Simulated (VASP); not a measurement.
# B6Br (Pm-3m) in VASP: a series of runs

Runs on B6Br. Level: PBE. Tasks: single point, relaxation of cell and atoms.

Everything below comes from runs of VASP 6.6.1. Logs are shortened: lines on timing, memory, paths and dates and some standing lists are left out, and cuts for length are marked.

### Step 1. The cell of the first run

Symmetry: Pm-3m, No. 221, cubic system. Conventional cell: a = 4.243 Å, b = 4.243 Å, c = 4.243 Å, α = 90.00°, β = 90.00°, γ = 90.00°. B (site symmetry 4mm) has 5 B at 1.68 to 1.82 Å within 2.2 Å. Br (site symmetry m-3m) has 24 B at 3.11 Å and 6 Br at 4.24 Å within 4.3 Å.

The cell was generated, and may not be a known phase.

### Step 2. Single point, PBE

Input file INCAR:

```
SYSTEM = B6Br
PREC = Accurate
ENCUT = 520
EDIFF = 1E-7
ISMEAR = 0
SIGMA = 0.1
LREAL = .FALSE.
LASPH = .TRUE.
NELM = 100
ALGO = Normal
ISIF = 2
LWAVE = .FALSE.
LCHARG = .TRUE.
GGA = PE
LELF = .TRUE.
LVHAR = .TRUE.
NBANDS = 22
```

Input file KPOINTS:

```
Automatic mesh
0
G
  4 4 4
  0 0 0
```

Input file POSCAR:

```
B6Br
1.0
    4.2428490319      0.0000000000      0.0000000000
    0.0000000000      4.2428490319      0.0000000000
    0.0000000000      0.0000000000      4.2428490319
B Br
6 1
Direct
    0.1974934927      0.5000000000      0.5000000000
    0.5000000000      0.1974934927      0.5000000000
    0.8025065073      0.5000000000      0.5000000000
    0.5000000000      0.8025065073      0.5000000000
    0.5000000000      0.5000000000      0.1974934927
    0.5000000000      0.5000000000      0.8025065073
    0.0000000000      0.0000000000      0.0000000000
```

Potentials or basis: VASP PAW PBE potentials, release 64 (B, Br).

Command:

```bash
cat potpaw_PBE.64/B/POTCAR potpaw_PBE.64/Br/POTCAR > POTCAR
mpirun -np 1 vasp_std > vasp.out
```

OUTCAR:

```text
SYSTEM = B6Br
   PREC = Accurate
   ENCUT = 520
   EDIFF = 1E-7
   ISMEAR = 0
   LREAL = .FALSE.
   LASPH = .TRUE.
   NELM = 100
   ISIF = 2
   GGA = PE

 ion  position               nearest neighbor table
   1  0.197  0.500  0.500-   3 1.68   2 1.82   4 1.82   5 1.82   6 1.82
   2  0.500  0.197  0.500-   4 1.68   3 1.82   1 1.82   5 1.82   6 1.82
   3  0.803  0.500  0.500-   1 1.68   2 1.82   4 1.82   5 1.82   6 1.82
   4  0.500  0.803  0.500-   2 1.68   1 1.82   3 1.82   5 1.82   6 1.82
   5  0.500  0.500  0.197-   6 1.68   2 1.82   3 1.82   4 1.82   1 1.82
   6  0.500  0.500  0.803-   5 1.68   2 1.82   3 1.82   4 1.82   1 1.82
   7  0.000  0.000  0.000-

  LATTYP: Found a simple cubic cell.
 ALAT       =     4.2428490319

  Lattice vectors:

 A1 = (   4.2428490319,   0.0000000000,   0.0000000000)
 A2 = (   0.0000000000,   4.2428490319,   0.0000000000)
 A3 = (   0.0000000000,   0.0000000000,   4.2428490319)

Analysis of symmetry for initial positions (statically):
=====================================================================
 Subroutine PRICEL returns:
 Original cell was already a primitive cell.

 Routine SETGRP: Setting up the symmetry group for a
 simple cubic supercell.

 Subroutine GETGRP returns: Found 48 space group operations
 (whereof 48 operations were pure point group operations)
 out of a pool of 48 trial point group operations.

The static configuration has the point symmetry O_h .

Analysis of symmetry for dynamics (positions and initial velocities):
=====================================================================
 Subroutine PRICEL returns:
 Original cell was already a primitive cell.

 Routine SETGRP: Setting up the symmetry group for a
 simple cubic supercell.

 Subroutine GETGRP returns: Found 48 space group operations
 (whereof 48 operations were pure point group operations)
 out of a pool of 48 trial point group operations.

The dynamic configuration has the point symmetry O_h .

 Subroutine INISYM returns: Found 48 space group operations
 (whereof 48 operations are pure point group operations),
 and found     1 'primitive' translations

----------------------------------------------------------------------------------------

                                     Primitive cell

  volume of cell :      76.3788

  direct lattice vectors                    reciprocal lattice vectors
     4.242849032  0.000000000  0.000000000     0.235690686  0.000000000  0.000000000
     0.000000000  4.242849032  0.000000000     0.000000000  0.235690686  0.000000000
     0.000000000  0.000000000  4.242849032     0.000000000  0.000000000  0.235690686

  length of vectors
     4.242849032  4.242849032  4.242849032     0.235690686  0.235690686  0.235690686

  position of ions in fractional coordinates (direct lattice)
     0.197493493  0.500000000  0.500000000
     0.500000000  0.197493493  0.500000000
     0.802506507  0.500000000  0.500000000
     0.500000000  0.802506507  0.500000000
     0.500000000  0.500000000  0.197493493
     0.500000000  0.500000000  0.802506507
     0.000000000  0.000000000  0.000000000

  ion indices of the primitive-cell ions
   primitive index   ion index
                 1           1
                 2           2
                 3           3
                 4           4
                 5           5
                 6           6
                 7           7

----------------------------------------------------------------------------------------

 KPOINTS: Automatic mesh

Automatic generation of k-mesh.
 Grid dimensions read from file:
 generate k-points for:    4    4    4

 Generating k-lattice:

  Cartesian coordinates                     Fractional coordinates (reciprocal lattice)
     0.058922672  0.000000000  0.000000000     0.250000000  0.000000000  0.000000000
     0.000000000  0.058922672  0.000000000     0.000000000  0.250000000  0.000000000
     0.000000000  0.000000000  0.058922672     0.000000000  0.000000000  0.250000000

  Length of vectors
     0.058922672  0.058922672  0.058922672

  Shift w.r.t. Gamma in fractional coordinates (k-lattice)
     0.000000000  0.000000000  0.000000000

 Subroutine IBZKPT returns following result:
 ===========================================

 Found     10 irreducible k-points:

 Following reciprocal coordinates:
            Coordinates               Weight
  0.000000  0.000000  0.000000      1.000000
  0.250000  0.000000  0.000000      6.000000
  0.500000  0.000000  0.000000      3.000000
  0.250000  0.250000  0.000000     12.000000
  0.500000  0.250000  0.000000     12.000000
  0.500000  0.500000  0.000000      3.000000
  0.250000  0.250000  0.250000      8.000000
  0.500000  0.250000  0.250000     12.000000
  0.500000  0.500000  0.250000      6.000000
  0.500000  0.500000  0.500000      1.000000
   k-points           NKPTS =     10   k-points in BZ     NKDIM =     10   number of bands    NBANDS=     22
   number of dos      NEDOS =    301   number of ions     NIONS =      7
   total plane-waves  NPLWV =  32768
   dimension x,y,z NGX =    32 NGY =   32 NGZ =   32
   dimension x,y,z NGXF=    64 NGYF=   64 NGZF=   64
   ions per type =               6   1
   NGX,Y,Z   is equivalent  to a cutoff of  12.54, 12.54, 12.54 a.u.
   NGXF,Y,Z  is equivalent  to a cutoff of  25.08, 25.08, 25.08 a.u.
 SYSTEM =  B6Br
   PREC   = accura    normal or accurate (medium, high low for compatibility)
   ISTART =      0    job   : 0-new  1-cont  2-samecut
   ICHARG =      2    charge: 1-file 2-atom 10-const
   ISPIN  =      1    spin polarized calculation?
   LNONCOLLINEAR =      F non collinear calculations
   LSORBIT =      F    spin-orbit coupling
   LASPH  =      T    aspherical Exc in radial PAW
   ENCUT  =  520.0 eV  38.22 Ry    6.18 a.u.   7.89  7.89  7.89*2*pi/ulx,y,z
   NELM   =    100;   NELMIN=  2; NELMDL= -5     # of ELM steps
   EDIFF  = 0.1E-06   stopping-criterion for ELM
   LREAL  =      F    real-space projection
   EDIFFG = 0.1E-05   stopping-criterion for IOM
   NSW    =      0    number of steps for IOM
   IBRION =     -1    ionic relax: 0-MD 1-quasi-New 2-CG
   NFREE  =      0    steps in history (QN), initial steepest desc. (CG)
   ISIF   =      2    stress and relaxation
   ISYM   =      2    0-nonsym 1-usesym 2-fastsym
   POTIM  = 0.5000    time-step for ionic-motion
   TEBEG  =    0.0;   TEEND  =   0.0 temperature during run
   PSTRESS=    0.0 pullay stress
   NELECT =      25.0000    total number of electrons
   NUPDOWN=      -1.0000    fix difference up-down
   EMIN   =  10.00;   EMAX   =-10.00  energy-range for DOS
   EFERMI =   0.00;   METHOD = LEGACY
   ISMEAR =     0;   SIGMA  =   0.10  broadening in eV -4-tet -1-fermi 0-gaus
   EFERMI_NEDOS =   21; number of points for ismear=-14 and -15
   IALGO  =     38    algorithm
   IMIX   =      4    mixing-type and parameters
     AMIX     =   0.40;   BMIX     =  1.00
     AMIX_MAG =   1.60;   BMIX_MAG =  1.00
  volume/ion in A,a.u.               =      10.91        73.63
  Fermi-wavevector in a.u.,A,eV,Ry     =   1.128229  2.132044 17.318865  1.272901
  Thomas-Fermi vector in A             =   2.264918
   LORBIT       =      0    0 simple, 1 ext, 2 COOP (PROOUT), +10 PAW based schemes
   GGA     = PE    functional components
   LHFCALC =     F    Hartree Fock is set to
   AEXX    =    0.0000 exact exchange contribution
   IVDW    =     0    specifies the selected vdW correction
   LEPSILON=     F    determine dielectric tensor
   LRPA    =     F    only Hartree local field effects (RPA)
 non-spin polarized calculation
 Gauss-broadening in eV      SIGMA  =   0.10
  energy-cutoff  :      520.00
  volume of cell :       76.38
 maximum number of plane-waves:      2103
 NGX is ok and might be reduce to    32
   NGX = 15   NGY = 15   NGZ = 15

 number of electron      24.9999999 magnetization

 Free energy of the ion-electron system (eV)
  ---------------------------------------------------
  ext. energy  EPLUGINS =         0.00000000
  ---------------------------------------------------
  free energy    TOTEN  =       -37.69345591 eV

  energy without entropy =      -37.68674489  energy(sigma->0) =      -37.69010040

 E-fermi :   3.2772     XC(G=0): -10.4524

 val. band max:        3.1269353336   @ k =   0.2500   0.2500   0.0000
 cond. band min:       3.3870745135   @ k =   0.2500   0.2500   0.2500
 fundamental gap:      0.2601391799
 Fermi energy:         3.2772053803

 k-point     1 :       0.0000    0.0000    0.0000
  band No.  band energies     occupation
      1     -11.9500      2.00000
      2      -9.4540      2.00000
      3      -2.9116      2.00000
      4      -2.9116      2.00000
      5      -2.9116      2.00000
      6      -1.7224      2.00000
[... 14 lines left out ...]
     21      12.6109      0.00000
     22      12.6109      0.00000

 k-point     2 :       0.2500    0.0000    0.0000
  band No.  band energies     occupation
      1     -11.7705      2.00000
      2      -9.6120      2.00000
      3      -3.9385      2.00000
      4      -2.5794      2.00000
      5      -2.5794      2.00000
      6      -2.1966      2.00000
[... 14 lines left out ...]
     21      12.4734      0.00000
     22      12.8862      0.00000

 k-point     3 :       0.5000    0.0000    0.0000
  band No.  band energies     occupation
      1     -11.5443      2.00000
      2      -9.8315      2.00000
      3      -4.4144      2.00000
      4      -2.6449      2.00000
      5      -2.0572      2.00000
      6      -2.0572      2.00000
[... 14 lines left out ...]
     21      14.9127      0.00000
     22      14.9170      0.00000

 k-point     4 :       0.2500    0.2500    0.0000
  band No.  band energies     occupation
      1     -11.6287      2.00000
      2      -9.6337      2.00000
      3      -4.3147      2.00000
      4      -3.7379      2.00000
      5      -2.2664      2.00000
      6      -1.8834      2.00000
[... 14 lines left out ...]
     21      12.6301      0.00000
     22      13.0927      0.00000

 k-point     5 :       0.5000    0.2500    0.0000
  band No.  band energies     occupation
      1     -11.4635      2.00000
      2      -9.6845      2.00000
      3      -4.7183      2.00000
      4      -4.2011      2.00000
      5      -1.7970      2.00000
      6      -1.6410      2.00000
[... 14 lines left out ...]
     21      13.2896      0.00000
     22      14.0699      0.00000

 k-point     6 :       0.5000    0.5000    0.0000
  band No.  band energies     occupation
      1     -11.3780      2.00000
      2      -9.5143      2.00000
      3      -5.0224      2.00000
      4      -5.0224      2.00000
      5      -1.4501      2.00000
      6      -1.4176      2.00000
[... 14 lines left out ...]
     21      13.3305      0.00000
     22      14.4076      0.00000

 k-point     7 :       0.2500    0.2500    0.2500
  band No.  band energies     occupation
      1     -11.5170      2.00000
      2      -9.5888      2.00000
      3      -4.0086      2.00000
      4      -4.0086      2.00000
      5      -3.8803      2.00000
      6      -0.0654      2.00000
[... 14 lines left out ...]
     21      13.3571      0.00000
     22      13.5947      0.00000

 k-point     8 :       0.5000    0.2500    0.2500
  band No.  band energies     occupation
      1     -11.3935      2.00000
      2      -9.5500      2.00000
      3      -4.6901      2.00000
      4      -4.1365      2.00000
      5      -3.5580      2.00000
      6      -1.1078      2.00000
[... 14 lines left out ...]
     21      13.7273      0.00000
     22      14.0440      0.00000

 k-point     9 :       0.5000    0.5000    0.2500
  band No.  band energies     occupation
      1     -11.3203      2.00000
      2      -9.3967      2.00000
      3      -4.7080      2.00000
      4      -4.7080      2.00000
      5      -3.4438      2.00000
      6      -1.0987      2.00000
[... 14 lines left out ...]
     21      13.4485      0.00000
     22      13.4485      0.00000

 k-point    10 :       0.5000    0.5000    0.5000
  band No.  band energies     occupation
      1     -11.2604      2.00000
      2      -9.2650      2.00000
      3      -4.2373      2.00000
      4      -4.2373      2.00000
      5      -4.2373      2.00000
      6      -1.8131      2.00000
[... 14 lines left out ...]
     21      12.1799      0.00000
     22      12.6930      0.00000

------------------------ aborting loop because EDIFF is reached ----------------------------------------

  FORCE on cell =-STRESS in cart. coord.  units (eV):
  Direction    XX          YY          ZZ          XY          YZ          ZX
  --------------------------------------------------------------------------------------
  -------------------------------------------------------------------------------------
  Total       -0.1442532     -0.1442532     -0.1442532      0.0000000     -0.0000000      0.0000000
  in kB       -3.0259601     -3.0259601     -3.0259601      0.0000000     -0.0000000      0.0000000
  external PRESSURE =      -3.0259601 kB  Pullay stress =       0.0000000 kB

 VOLUME and BASIS-vectors are now :
 -----------------------------------------------------------------------------
  energy-cutoff  :      520.00
  volume of cell :       76.38
      direct lattice vectors                 reciprocal lattice vectors
     4.242849032  0.000000000  0.000000000     0.235690686  0.000000000  0.000000000
     0.000000000  4.242849032  0.000000000     0.000000000  0.235690686  0.000000000
     0.000000000  0.000000000  4.242849032     0.000000000  0.000000000  0.235690686

 POSITION                                       TOTAL-FORCE (eV/Angst)
 -----------------------------------------------------------------------------------
      0.83794      2.12142      2.12142        -0.021345      0.000000      0.000000
      2.12142      0.83794      2.12142        -0.000000     -0.021345     -0.000000
      3.40491      2.12142      2.12142         0.021345     -0.000000     -0.000000
      2.12142      3.40491      2.12142         0.000000      0.021345      0.000000
      2.12142      2.12142      0.83794        -0.000000     -0.000000     -0.021345
      2.12142      2.12142      3.40491        -0.000000      0.000000      0.021345
      0.00000      0.00000      0.00000        -0.000000     -0.000000      0.000000
 -----------------------------------------------------------------------------------
    total drift:                                0.000000     -0.000000     -0.000000

  FREE ENERGIE OF THE ION-ELECTRON SYSTEM (eV)
  ---------------------------------------------------
  free  energy   TOTEN  =       -37.6934559061 eV

  energy  without entropy=      -37.6867448930  energy(sigma->0) =      -37.69010040
```

Wall time 18 s (1 thread of Intel Xeon Platinum 8488C (Sapphire Rapids), shared host); peak memory 0.17 GiB.

What came out:

| Quantity | Value |
| --- | --- |
| Free energy | -37.6935 eV |
| Pressure | -0.3 GPa |
| Largest force | 0.021 eV/Å |
| Band gap on the k mesh | zero (an odd number of electrons rules out a gap without spin polarisation) |

Forces on the atoms (eV/Å):
```
B   -0.021  0.000  0.000
B    0.000 -0.021  0.000
B    0.021  0.000  0.000
B    0.000  0.021  0.000
B    0.000  0.000 -0.021
B    0.000  0.000  0.021
Br   0.000  0.000  0.000
```

Caveat: the k points lie up to 0.37 Å⁻¹ apart, too coarse for converged energies and pressures of a metal; an odd number of electrons without spin polarisation forces a metal; a magnetic or distorted state may lie lower.

### Step 3. Single point, PBE

This run uses another cell than the first one, of 13.19 Å³/atom.

Input file INCAR:

```
SYSTEM = B6Br
PREC = Accurate
ENCUT = 520
EDIFF = 1E-6
ISMEAR = 0
SIGMA = 0.1
LREAL = .False.
LASPH = .True.
NELM = 80
ALGO = Normal
ISIF = 2
LWAVE = .False.
LCHARG = .False.
GGA = PE
NBANDS = 22
```

Input file KPOINTS:

```
Automatic mesh
0
Gamma
  4 4 4
  0 0 0
```

Input file POSCAR:

```
B6Br
1.0
    4.5197750100      0.0000000000      0.0000000000
    0.0000000000      4.5197750100      0.0000000000
    0.0000000000      0.0000000000      4.5197750100
B Br
6 1
Direct
    0.2099999900      0.5000000000      0.5000000000
    0.5000000000      0.2099999900      0.5000000000
    0.7900000100      0.5000000000      0.5000000000
    0.5000000000      0.7900000100      0.5000000000
    0.5000000000      0.5000000000      0.2099999900
    0.5000000000      0.5000000000      0.7900000100
    0.0000000000      0.0000000000      0.0000000000
```

Potentials or basis: VASP PAW PBE potentials, release 64 (B, Br).

Command:

```bash
cat potpaw_PBE.64/B/POTCAR potpaw_PBE.64/Br/POTCAR > POTCAR
mpirun -np 1 vasp_std > vasp.out
```

Wall time 21 s (1 thread of Intel Xeon Platinum 8488C (Sapphire Rapids), shared host); peak memory 0.2 GiB.

Results (log left out):

```
Free energy            : -36.3996 eV
Pressure               : -16.0 GPa
Largest force          : 1.607 eV/Å
Band gap on the k mesh : zero (an odd number of electrons rules out a gap without spin polarisation)
```

Forces in eV/Å, atoms in the order of the input:
```
B   -1.607  0.000  0.000
B    0.000 -1.607  0.000
B    1.607  0.000  0.000
B    0.000  1.607  0.000
B    0.000  0.000 -1.607
B    0.000  0.000  1.607
Br   0.000  0.000  0.000
```

Levels at points of the mesh, in eV from the Fermi level:
```tsv
k point	band 8	band 9	band 10	band 11	band 12	band 13	band 14	band 15	band 16	band 17
(0.00, 0.00, 0.00)	-3.45	-1.28	-1.28	-1.28	0.40	0.40	0.40	4.04	4.04	4.04
(0.50, 0.00, 0.00)	-2.47	-2.47	-0.67	-0.60	0.23	0.23	0.48	2.87	5.11	5.11
(0.50, 0.50, 0.00)	-1.64	-1.49	-1.49	-1.01	-1.01	-0.43	-0.43	5.26	5.26	5.74
(0.50, 0.50, 0.50)	-3.78	-0.27	-0.27	-0.27	0.40	0.40	0.40	5.07	7.34	7.34
```

Caveat: the cell stands under tension; an odd number of electrons without spin polarisation forces a metal; a magnetic or distorted state may lie lower.

(Continued in part 2 of 2.)

The gap in the log of VASP goes by the Fermi energy; the results here count the filled bands.